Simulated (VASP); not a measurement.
A run of VASP 6.6.1 is set up as follows.

Contents of INCAR:

```
SYSTEM = Mn
  ALGO = Normal
  EDIFF = 1E-7
  ENCUT = 520
  GGA = PE
  ISIF = 2
  ISMEAR = 0
  ISPIN = 2
  LASPH = .TRUE.
  LCHARG = .FALSE.
  LMAXMIX = 4
  LORBIT = 11
  LREAL = .FALSE.
  LWAVE = .FALSE.
  MAGMOM = 4 4 4
  NBANDS = 30
  NELM = 150
  PREC = Accurate
  SIGMA = 0.1
```

Contents of KPOINTS:

```
k-points
0
G
  6 6 6
  0 0 0
```

POSCAR

```
Mn
1.0
    3.4358319153      0.0000000000      0.0000000000
   -1.7179159577      2.9755177218      0.0000000000
    0.0000000000      0.0000000000      3.8980663219
Mn
3
Direct
    0.2254000000      0.0000000000      0.3333333333
    0.0000000000      0.2254000000      0.6666666667
    0.7746000000      0.7746000000      0.0000000000
```

Potentials or basis: VASP PAW PBE potentials, release 64 (Mn_pv).

Command:

```console
$ cat potpaw_PBE.64/Mn_pv/POTCAR > POTCAR
$ mpirun -np 1 vasp_std > vasp.out
```

(1) Estimate the largest force.

(2) What does it give for the net moment?

## Answers

(1) 6.587 eV/Å.

(2) 1.42 μB per cell.

Caveat: atoms lie so close that the PAW spheres overlap strongly, which falsifies energies and pressures; forces of over 1 eV/Å act on the atoms, so gaps and moduli don't describe the material at rest.
